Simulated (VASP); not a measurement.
Wanted: the native input for a VASP 6.6.1 run.

```
Task                   : relaxation of cell and atoms
Functional             : PBEsol
Potentials or basis    : VASP PAW PBE potentials, release 64 (S, C)
Cutoff                 : 600 eV
k mesh                 : 6 × 6 × 3
Occupations            : fermi-dirac, width 0.05 eV
Spin                   : no spin polarisation
Dipole correction      : no
Further INCAR settings : ALGO = Normal; EDIFF = 1e-07; IBRION = 2; EDIFFG = -0.01; NSW = 60; ISIF = 3
```

The structure of CS2 lies in POSCAR:

```
CS2
1.0
    3.6457880000     -2.9943140000      0.0000000000
    3.6457880000      2.9943140000      0.0000000000
    0.0000000000      0.0000000000      9.8512570000
S C
4 2
Direct
    0.1815210000      0.8184790000      0.8868670000
    0.3184790000      0.6815210000      0.3868670000
    0.6815210000      0.3184790000      0.6131330000
    0.8184790000      0.1815210000      0.1131330000
    0.5000000000      0.5000000000      0.5000000000
    0.0000000000      0.0000000000      0.0000000000
```

These files were run (other wordings do the same):

INCAR

```
PREC = Accurate
ENCUT = 600
EDIFF = 1E-7
ISMEAR = -1
SIGMA = 0.05
LREAL = F
LASPH = T
NELM = 100
ALGO = Normal
ISIF = 3
LWAVE = F
LCHARG = F
GGA = PS
IBRION = 2
NSW = 60
EDIFFG = -0.01
```

KPOINTS

```
regular mesh
0
Gamma
  6 6 3
```

Potentials or basis: VASP PAW PBE potentials, release 64 (S, C).

The run is started by

```sh
$ cat potpaw_PBE.64/S/POTCAR potpaw_PBE.64/C/POTCAR > POTCAR
$ mpirun -np 1 vasp_std > vasp.out
```

Results of the run:

```json
{
  "Relaxed volume": "26.69 Å³/atom",
  "Relaxed cell": "a = 4.203 Å, b = 4.203 Å, c = 9.148 Å, α = 90.00°, β = 90.00°, γ = 82.26°",
  "Space group after relaxing (to 0.1 Å)": "Cmce (No. 64)",
  "Energy gained by relaxing": "11.0 meV/atom",
  "Ionic steps": "26",
  "Pressure after relaxing": "0.0 GPa",
  "Largest force after relaxing": "0.007 eV/Å",
  "Band gap on the k mesh": "2.93 eV (least direct gap 2.95 eV)"
}
```

Caveat: the volume moved by over 15 % at a fixed basis, so the end points are rough; this functional lacks dispersion, which holds the molecules together, so the pressure and a relaxed volume are unreliable; the PAW data sets were made with another functional, which shifts forces and pressure a little; an odd mesh through Γ misses points on the zone boundary, where band edges can lie.

It took 21 min on 1 thread of Intel(R) Xeon(R) 6975P-C (Granite Rapids), with other jobs on the host, peak memory 0.43 GiB.
